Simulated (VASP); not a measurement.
Wanted: the native input for a VASP 6.6.1 run.

```yaml
Task: single point
Functional: PBE
Potentials_or_basis: VASP PAW PBE potentials, release 64 (Eu)
Cutoff: 520 eV
k_mesh: 4 × 2 × 2
Occupations: gaussian, width 0.05 eV
Spin: collinear spin, antiferromagnetic start
Starting_moments: "[7.0, -7.0, -7.0, 7.0] μB"
Hubbard_terms: Eu f U = 6.0 eV
Dipole_correction: no
Further_INCAR_settings: ALGO = Normal; EDIFF = 1e-07; NBANDS = 46
```

The structure of Eu lies in POSCAR:

```
Eu
1.0
   -4.0713949784      0.0000000030      0.0000000000
    0.0000000000      0.0000000000     -6.5956598545
   -0.0000000052     -7.0518629602      0.0000000000
Eu
4
Direct
    0.0000000000     -0.2500000000     -0.3333333333
   -0.5000000000     -0.7500000000     -0.1666666667
    0.5000000000     -0.2500000000      0.1666666667
    0.0000000000     -0.7500000000      0.3333333333
```

This isn't the form of Eu at room conditions, which is bcc.

The input as run:

INCAR

```
PREC = Accurate ; ENCUT = 520
EDIFF = 1E-7 ; ISMEAR = 0
SIGMA = 0.05 ; LREAL = False
LASPH = True ; NELM = 150
ALGO = Normal ; ISIF = 2
LWAVE = False ; LCHARG = False
ISPIN = 2 ; MAGMOM = 7 -7 -7 7
LORBIT = 11 ; LMAXMIX = 6
LDAU = True ; LDAUTYPE = 2
LDAUL = 3 ; LDAUU = 6
LDAUJ = 0 ; LDAUPRINT = 1
GGA = PE ; NBANDS = 46
```

KPOINTS

```
regular mesh
0
Gamma
  4 2 2
```

Potentials or basis: VASP PAW PBE potentials, release 64 (Eu).

Command:

```bash
$ cat potpaw_PBE.64/Eu/POTCAR > POTCAR
$ mpirun -np 1 vasp_std > vasp.out
```

It gave:

| Quantity | Value |
| --- | --- |
| Pressure | 0.1 GPa |
| Largest force | 0.027 eV/Å |
| Band gap on the k mesh | zero (filled and empty bands overlap) |
| Net moment | 0.00 μB per cell |
| Site moments | Eu +6.80, -6.80 (each value once) μB |
| Valence electrons inside the program's atomic spheres | Eu 14.86 |

Caveat: the k points lie up to 0.48 Å⁻¹ apart; the antiferromagnetic order is the one typed at the start, and another may lie lower; spin-orbit coupling is left out, which moves the levels of the heavy elements.

Wall time 18 min on 1 thread of Intel(R) Xeon(R) Platinum 8375C CPU @ 2.90GHz (Ice Lake), with other jobs on the host, peak memory 0.42 GiB.
